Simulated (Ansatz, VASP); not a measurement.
**CdTe in VASP and in Ansatz**

```xyz
2
Lattice="0.0000 3.2130 3.2130 3.2130 0.0000 3.2130 3.2130 3.2130 0.0000" Properties=species:S:1:pos:R:3 pbc="T T T"
Cd    0.0000    0.0000    0.0000
Te    1.6065    1.6065    1.6065
```

Alike in both runs: task single point; functional r2SCAN; k mesh 6 × 6 × 6; no spin polarisation.

```csv
,VASP,Ansatz
version,VASP 6.6.1,Ansatz 0.2.0
potentials or method,"VASP PAW PBE potentials, release 64 (Cd, Te)","plane waves, PAW"
plane-wave cutoff (eV),520,500
occupations,"gaussian, width 0.01 eV",fixed
valence electrons in the cell,18,36
```

VASP gave:

| Quantity | Value |
| --- | --- |
| gap on the k mesh at the Fermi level (eV) | 1.36 |
| pressure (GPa) | 3.0 |

Estimate Ansatz's values.

gap on the k mesh at the Fermi level (eV): 1.36; pressure (GPa): 2.8.

VASP's potentials were made for PBE, not for r2SCAN. VASP's potentials hold 18 valence electrons a cell and Ansatz's 36, so a difference there can come from the potentials and not from the codes.

Neither program's run includes spin-orbit coupling.
